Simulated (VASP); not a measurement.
Wanted: the native input for a VASP 6.6.1 run.

```
Task                   : single point
Functional             : PBEsol
Potentials or basis    : VASP PAW PBE potentials, release 64 (Y_sv)
Cutoff                 : 520 eV
k mesh                 : 18 × 18 × 8
Occupations            : gaussian, width 0.15 eV
Spin                   : no spin polarisation
Dipole correction      : no
Further INCAR settings : ALGO = Fast; EDIFF = 1e-06; NBANDS = 18
```

The structure of Y lies in POSCAR:

```
Y
1.0
    3.6514992371      0.0639012366      0.0000000000
   -1.7704095242      3.1303404829      0.0000000000
    0.0000000000      0.0000000000      5.7474000000
Y
2
Direct
    0.3333333333      0.6666666667      0.2500000000
    0.6666666667      0.3333333333      0.7500000000
```

This cell differs from its parent crystal: strain +0.0350 x Voigt [0, 0, 0, 0, 0, 1].

The input as run:

INCAR

```
PREC = Accurate ; ENCUT = 520
EDIFF = 1E-6 ; ISMEAR = 0
SIGMA = 0.15 ; LREAL = False
LASPH = True ; NELM = 80
ALGO = Fast ; ISIF = 2
LWAVE = False ; LCHARG = True
GGA = PS ; LELF = True
LVHAR = True ; NBANDS = 18
```

KPOINTS

```
regular mesh
0
Gamma
  18 18 8
```

Potentials or basis: VASP PAW PBE potentials, release 64 (Y_sv).

Command:

```console
$ cat potpaw_PBE.64/Y_sv/POTCAR > POTCAR
$ mpirun -np 1 vasp_std > vasp.out
```

It gave:

```
Pressure               : -2.3 GPa
Largest force          : 0.044 eV/Å
Band gap on the k mesh : zero (bands 11 and 12 overlap by 1.40 eV)
```

Caveat: the cell differs from its parent crystal (strain +0.0350 x Voigt [0, 0, 0, 0, 0, 1]); the PAW data sets were made with another functional, which shifts forces and pressure a little.

It took 37 min on 1 thread of Intel Xeon 8259CL (shared host), peak memory 0.93 GiB.
